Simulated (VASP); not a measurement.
# Hg3S (P4/mmm) in VASP: single point with PBE

Aim: the single point of Hg3S with PBE.

Program: VASP 6.6.1. These are calculated values, not measurements. Logs are shortened: lines on timing, memory, paths and dates and some standing lists are left out, and cuts for length are marked.

## Step 1: The cell of the first run

It takes space group P4/mmm (No. 123, tetragonal). The conventional cell has a = 4.530 Å, b = 4.530 Å, c = 4.484 Å, α = 90.00°, β = 90.00°, γ = 90.00°. Within 4.2 Å of Hg (site symmetry mmm) lie 8 Hg at 3.19 to 3.20 Å and 4 S at 3.19 Å. Within 4.2 Å of Hg (site symmetry 4/mmm) lie 8 Hg at 3.19 Å and 4 S at 3.20 Å. Within 4.2 Å of S (site symmetry 4/mmm) lie 12 Hg at 3.19 to 3.20 Å.

## Step 2: Single point, PBE

Input file INCAR:

```
SYSTEM = Hg3S
PREC = Accurate ; ENCUT = 520
EDIFF = 1E-6 ; ISMEAR = 0
SIGMA = 0.1 ; LREAL = .False.
LASPH = .True. ; NELM = 80
ALGO = Normal ; ISIF = 2
LWAVE = .False. ; LCHARG = .False.
GGA = PE ; NBANDS = 29
```

Input file KPOINTS:

```
regular mesh
0
Gamma
  4 4 4
  0 0 0
```

Input file POSCAR:

```
Hg3S
1.0
    4.5303153072      0.0000000000      0.0000000000
    0.0000000000      4.5303153072      0.0000000000
    0.0000000000      0.0000000000      4.4837499889
Hg S
3 1
Direct
    0.0000000000      0.5000000000      0.5000000000
    0.5000000000      0.0000000000      0.5000000000
    0.5000000000      0.5000000000      0.0000000000
    0.0000000000      0.0000000000      0.0000000000
```

Potentials or basis: VASP PAW PBE potentials, release 64 (Hg, S).

The run is started by

```sh
$ cat potpaw_PBE.64/Hg/POTCAR potpaw_PBE.64/S/POTCAR > POTCAR
$ mpirun -np 1 vasp_std > vasp.out
```

OUTCAR:

```text
SYSTEM = Hg3S
   PREC = Accurate
   ENCUT = 520
   EDIFF = 1E-6
   ISMEAR = 0
   LREAL = .False.
   LASPH = .True.
   NELM = 80
   ISIF = 2
   GGA = PE

 ion  position               nearest neighbor table
   1  0.000  0.500  0.500-   3 3.19   4 3.19   3 3.19   4 3.19   4 3.19   4 3.19   3 3.19   3 3.19
                             2 3.20   2 3.20   2 3.20   2 3.20
   2  0.500  0.000  0.500-   3 3.19   4 3.19   3 3.19   4 3.19   3 3.19   3 3.19   4 3.19   4 3.19
                             1 3.20   1 3.20   1 3.20   1 3.20
   3  0.500  0.500  0.000-   1 3.19   2 3.19   1 3.19   2 3.19   2 3.19   2 3.19   1 3.19   1 3.19
                             4 3.20   4 3.20   4 3.20   4 3.20
   4  0.000  0.000  0.000-   1 3.19   2 3.19   1 3.19   2 3.19   1 3.19   1 3.19   2 3.19   2 3.19
                             3 3.20   3 3.20   3 3.20   3 3.20

  LATTYP: Found a simple tetragonal cell.
 ALAT       =     4.5303153072
 C/A-ratio  =     0.9897213957

  Lattice vectors:

 A1 = (   4.5303153072,   0.0000000000,   0.0000000000)
 A2 = (   0.0000000000,   4.5303153072,   0.0000000000)
 A3 = (   0.0000000000,   0.0000000000,   4.4837499889)

Analysis of symmetry for initial positions (statically):
=====================================================================
 Subroutine PRICEL returns:
 Original cell was already a primitive cell.

 Routine SETGRP: Setting up the symmetry group for a
 simple tetragonal supercell.

 Subroutine GETGRP returns: Found 16 space group operations
 (whereof 16 operations were pure point group operations)
 out of a pool of 16 trial point group operations.

The static configuration has the point symmetry D_4h.

Analysis of symmetry for dynamics (positions and initial velocities):
=====================================================================
 Subroutine PRICEL returns:
 Original cell was already a primitive cell.

 Routine SETGRP: Setting up the symmetry group for a
 simple tetragonal supercell.

 Subroutine GETGRP returns: Found 16 space group operations
 (whereof 16 operations were pure point group operations)
 out of a pool of 16 trial point group operations.

The dynamic configuration has the point symmetry D_4h.

 Subroutine INISYM returns: Found 16 space group operations
 (whereof 16 operations are pure point group operations),
 and found     1 'primitive' translations

----------------------------------------------------------------------------------------

                                     Primitive cell

  volume of cell :      92.0234

  direct lattice vectors                    reciprocal lattice vectors
     4.530315307  0.000000000  0.000000000     0.220735188  0.000000000  0.000000000
     0.000000000  4.530315307  0.000000000     0.000000000  0.220735188  0.000000000
     0.000000000  0.000000000  4.483749989     0.000000000  0.000000000  0.223027600

  length of vectors
     4.530315307  4.530315307  4.483749989     0.220735188  0.220735188  0.223027600

  position of ions in fractional coordinates (direct lattice)
     0.000000000  0.500000000  0.500000000
     0.500000000  0.000000000  0.500000000
     0.500000000  0.500000000  0.000000000
     0.000000000  0.000000000  0.000000000

  ion indices of the primitive-cell ions
   primitive index   ion index
                 1           1
                 2           2
                 3           3
                 4           4

----------------------------------------------------------------------------------------

 KPOINTS: regular mesh

Automatic generation of k-mesh.
 Grid dimensions read from file:
 generate k-points for:    4    4    4

 Generating k-lattice:

  Cartesian coordinates                     Fractional coordinates (reciprocal lattice)
     0.055183797  0.000000000  0.000000000     0.250000000  0.000000000  0.000000000
     0.000000000  0.055183797  0.000000000     0.000000000  0.250000000  0.000000000
     0.000000000  0.000000000  0.055756900     0.000000000  0.000000000  0.250000000

  Length of vectors
     0.055183797  0.055183797  0.055756900

  Shift w.r.t. Gamma in fractional coordinates (k-lattice)
     0.000000000  0.000000000  0.000000000

 Subroutine IBZKPT returns following result:
 ===========================================

 Found     18 irreducible k-points:

 Following reciprocal coordinates:
            Coordinates               Weight
  0.000000  0.000000  0.000000      1.000000
  0.250000  0.000000  0.000000      4.000000
  0.500000  0.000000  0.000000      2.000000
  0.250000  0.250000  0.000000      4.000000
  0.500000  0.250000  0.000000      4.000000
  0.500000  0.500000  0.000000      1.000000
[... 10 lines left out ...]
  0.500000  0.250000  0.500000      4.000000
  0.500000  0.500000  0.500000      1.000000
   k-points           NKPTS =     18   k-points in BZ     NKDIM =     18   number of bands    NBANDS=     29
   number of dos      NEDOS =    301   number of ions     NIONS =      4
   total plane-waves  NPLWV =  46656
   dimension x,y,z NGX =    36 NGY =   36 NGZ =   36
   dimension x,y,z NGXF=    72 NGYF=   72 NGZF=   72
   ions per type =               3   1
   NGX,Y,Z   is equivalent  to a cutoff of  13.21, 13.21, 13.35 a.u.
   NGXF,Y,Z  is equivalent  to a cutoff of  26.42, 26.42, 26.70 a.u.
 SYSTEM =  Hg3S
   PREC   = accura    normal or accurate (medium, high low for compatibility)
   ISTART =      0    job   : 0-new  1-cont  2-samecut
   ICHARG =      2    charge: 1-file 2-atom 10-const
   ISPIN  =      1    spin polarized calculation?
   LNONCOLLINEAR =      F non collinear calculations
   LSORBIT =      F    spin-orbit coupling
   LASPH  =      T    aspherical Exc in radial PAW
   ENCUT  =  520.0 eV  38.22 Ry    6.18 a.u.   8.42  8.42  8.34*2*pi/ulx,y,z
   NELM   =     80;   NELMIN=  2; NELMDL= -5     # of ELM steps
   EDIFF  = 0.1E-05   stopping-criterion for ELM
   LREAL  =      F    real-space projection
   EDIFFG = 0.1E-04   stopping-criterion for IOM
   NSW    =      0    number of steps for IOM
   IBRION =     -1    ionic relax: 0-MD 1-quasi-New 2-CG
   NFREE  =      0    steps in history (QN), initial steepest desc. (CG)
   ISIF   =      2    stress and relaxation
   ISYM   =      2    0-nonsym 1-usesym 2-fastsym
   POTIM  = 0.5000    time-step for ionic-motion
   TEBEG  =    0.0;   TEEND  =   0.0 temperature during run
   PSTRESS=    0.0 pullay stress
   NELECT =      42.0000    total number of electrons
   NUPDOWN=      -1.0000    fix difference up-down
   EMIN   =  10.00;   EMAX   =-10.00  energy-range for DOS
   EFERMI =   0.00;   METHOD = LEGACY
   ISMEAR =     0;   SIGMA  =   0.10  broadening in eV -4-tet -1-fermi 0-gaus
   EFERMI_NEDOS =   21; number of points for ismear=-14 and -15
   IALGO  =     38    algorithm
   IMIX   =      4    mixing-type and parameters
     AMIX     =   0.40;   BMIX     =  1.00
     AMIX_MAG =   1.60;   BMIX_MAG =  1.00
  volume/ion in A,a.u.               =      23.01       155.25
  Fermi-wavevector in a.u.,A,eV,Ry     =   1.260449  2.381903 21.615997  1.588731
  Thomas-Fermi vector in A             =   2.393958
   LORBIT       =      0    0 simple, 1 ext, 2 COOP (PROOUT), +10 PAW based schemes
   GGA     = PE    functional components
   LHFCALC =     F    Hartree Fock is set to
   AEXX    =    0.0000 exact exchange contribution
   IVDW    =     0    specifies the selected vdW correction
   LEPSILON=     F    determine dielectric tensor
   LRPA    =     F    only Hartree local field effects (RPA)
 non-spin polarized calculation
 Gauss-broadening in eV      SIGMA  =   0.10
  energy-cutoff  :      520.00
  volume of cell :       92.02
 maximum number of plane-waves:      2517
 NGX is ok and might be reduce to    36
   NGX = 17   NGY = 17   NGZ = 17

 number of electron      42.0000008 magnetization

 Free energy of the ion-electron system (eV)
  ---------------------------------------------------
  ext. energy  EPLUGINS =         0.00000000
  ---------------------------------------------------
  free energy    TOTEN  =        -3.49356187 eV

  energy without entropy =       -3.47669780  energy(sigma->0) =       -3.48512984

 E-fermi :   2.6912     XC(G=0): -10.6033

 val. band max:        2.6542327474   @ k =   0.2500   0.2500   0.2500
 cond. band min:       2.7505886549   @ k =   0.2500   0.2500   0.5000
 fundamental gap:      0.0963559075
 Fermi energy:         2.6912443373

 k-point     1 :       0.0000    0.0000    0.0000
  band No.  band energies     occupation
      1      -9.6927      2.00000
      2      -5.2017      2.00000
      3      -4.5519      2.00000
      4      -4.5519      2.00000
      5      -4.5360      2.00000
      6      -4.2306      2.00000
[... 21 lines left out ...]
     28      10.7341      0.00000
     29      12.6496      0.00000

 k-point     2 :       0.2500    0.0000    0.0000
  band No.  band energies     occupation
      1      -9.5470      2.00000
      2      -4.9450      2.00000
      3      -4.5015      2.00000
      4      -4.3751      2.00000
      5      -4.3671      2.00000
      6      -4.2839      2.00000
[... 21 lines left out ...]
     28       9.9205      0.00000
     29      13.0412      0.00000

 k-point     3 :       0.5000    0.0000    0.0000
  band No.  band energies     occupation
      1      -9.3845      2.00000
      2      -4.6857      2.00000
      3      -4.4451      2.00000
      4      -4.4121      2.00000
      5      -4.0440      2.00000
      6      -4.0350      2.00000
[... 21 lines left out ...]
     28      10.3781      0.00000
     29      10.7271      0.00000

 k-point     4 :       0.2500    0.2500    0.0000
  band No.  band energies     occupation
      1      -9.4378      2.00000
      2      -4.7442      2.00000
      3      -4.4109      2.00000
      4      -4.2849      2.00000
      5      -4.2273      2.00000
      6      -4.0944      2.00000
[... 405 lines left out ...]
     28      12.3110      0.00000
     29      12.5812      0.00000

 k-point    17 :       0.5000    0.2500    0.5000
  band No.  band energies     occupation
      1      -9.2668      2.00000
      2      -4.4899      2.00000
      3      -4.4814      2.00000
      4      -4.4286      2.00000
      5      -3.9199      2.00000
      6      -3.8932      2.00000
[... 21 lines left out ...]
     28      12.8450      0.00000
     29      12.8534      0.00000

 k-point    18 :       0.5000    0.5000    0.5000
  band No.  band energies     occupation
      1      -9.2847      2.00000
      2      -4.6314      2.00000
      3      -4.6314      2.00000
      4      -4.6231      2.00000
      5      -3.9417      2.00000
      6      -3.9084      2.00000
[... 21 lines left out ...]
     28      14.8007      0.00000
     29      15.3720      0.00000

------------------------ aborting loop because EDIFF is reached ----------------------------------------

  FORCE on cell =-STRESS in cart. coord.  units (eV):
  Direction    XX          YY          ZZ          XY          YZ          ZX
  --------------------------------------------------------------------------------------
  -------------------------------------------------------------------------------------
  Total        0.2784602      0.2784602      0.3694496      0.0000000      0.0000000      0.0000000
  in kB        4.8481439      4.8481439      6.4323178      0.0000000      0.0000000      0.0000000
  external PRESSURE =       5.3762018 kB  Pullay stress =       0.0000000 kB

 VOLUME and BASIS-vectors are now :
 -----------------------------------------------------------------------------
  energy-cutoff  :      520.00
  volume of cell :       92.02
      direct lattice vectors                 reciprocal lattice vectors
     4.530315307  0.000000000  0.000000000     0.220735188  0.000000000  0.000000000
     0.000000000  4.530315307  0.000000000     0.000000000  0.220735188  0.000000000
     0.000000000  0.000000000  4.483749989     0.000000000  0.000000000  0.223027600

 POSITION                                       TOTAL-FORCE (eV/Angst)
 -----------------------------------------------------------------------------------
      0.00000      2.26516      2.24187         0.000000      0.000000      0.000000
      2.26516      0.00000      2.24187         0.000000      0.000000      0.000000
      2.26516      2.26516      0.00000         0.000000      0.000000      0.000000
      0.00000      0.00000      0.00000         0.000000      0.000000      0.000000
 -----------------------------------------------------------------------------------
    total drift:                                0.000000      0.000000      0.000000

  FREE ENERGIE OF THE ION-ELECTRON SYSTEM (eV)
  ---------------------------------------------------
  free  energy   TOTEN  =        -3.4935618691 eV

  energy  without entropy=       -3.4766978015  energy(sigma->0) =       -3.48512984
```

Run time: 43 s. Hardware: 1 thread of Intel Xeon 8259CL, shared host; peak memory 0.22 GiB.

What came out:

| Quantity | Value |
| --- | --- |
| Free energy | -3.4936 eV |
| Pressure | 0.5 GPa |
| Band gap on the k mesh | zero (bands 21 and 22 overlap by 2.30 eV) |

Caveat: spin-orbit coupling is left out, which moves the levels of the heavy elements.

The gap in the log of VASP goes by the Fermi energy; the results here count the filled bands.